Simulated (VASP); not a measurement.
Input of a VASP 6.6.1 run:

INCAR

```
PREC = Accurate
ENCUT = 520
EDIFF = 1E-7
ISMEAR = 0
SIGMA = 0.02
LREAL = False
LASPH = True
NELM = 100
ALGO = Normal
ISIF = 2
LWAVE = False
LCHARG = False
NBANDS = 35
```

Contents of KPOINTS:

```
regular mesh
0
Gamma
  6 6 8
```

File POSCAR:

```
SnO2
1.0
    4.8156969079      0.0000000000      0.0000000000
    0.0000000000      4.8187314121      0.0000000000
    0.0000000000      0.0000000000      3.1477120660
Sn O
2 4
Direct
    0.5000000000      0.5000000000      0.5000000000
    0.0000000000      0.0000000000      0.0000000000
    0.3058985187      0.3063661525      0.0000000000
    0.8058985187      0.1936338475      0.5000000000
    0.1941014813      0.8063661525      0.5000000000
    0.6941014813      0.6936338475      0.0000000000
```

Potentials or basis: VASP PAW LDA potentials, release 64 (Sn_d, O).

Run with:

```sh
$ cat potpaw_LDA.64/Sn_d/POTCAR potpaw_LDA.64/O/POTCAR > POTCAR
$ mpirun -np 1 vasp_std > vasp.out
```

Task: What does it give for the pressure?

Result: -2.9 GPa.

Task: Estimate the band gap on the k mesh.

Result: 1.01 eV.

Task: Estimate the largest force.

Result: 0.036 eV/Å.

Forces in eV/Å, atoms in the order of the input:
```
Sn   0.000  0.000  0.000
Sn   0.000  0.000  0.000
O   -0.025 -0.026  0.000
O   -0.025  0.026  0.000
O    0.025 -0.026  0.000
O    0.025  0.026  0.000
```

Caveat: spin-orbit coupling is left out, which moves the levels of the heavy elements.
